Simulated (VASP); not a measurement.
Input of a VASP 6.6.1 run:

The input INCAR:

```
SYSTEM = Ta
ALGO = Fast
EDIFF = 1E-6
ENCUT = 520
ISIF = 2
ISMEAR = 0
LASPH = .True.
LCHARG = .False.
LREAL = .False.
LWAVE = .False.
NBANDS = 12
NELM = 60
PREC = Accurate
SIGMA = 0.05
```

File KPOINTS:

```
k-points
0
Gamma
  22 22 22
  0 0 0
```

File POSCAR:

```
Ta
1.0
   -1.6673475978      1.6673475978      1.6673475978
    1.6673475978     -1.6673475978      1.6673475978
    1.6673475978      1.6673475978     -1.6673475978
Ta
1
Direct
    0.0000000000      0.0000000000      0.0000000000
```

Potentials or basis: VASP PAW LDA potentials, release 64 (Ta_pv).

Launch:

```console
$ cat potpaw_LDA.64/Ta_pv/POTCAR > POTCAR
$ mpirun -np 1 vasp_std > vasp.out
```

What does it give for the band gap on the k mesh?

Zero (an odd number of electrons rules out a gap without spin polarisation).

Estimate the pressure.

-13.4 GPa.

Caveat: the cell stands under tension; spin-orbit coupling is left out, which moves the levels of the heavy elements.
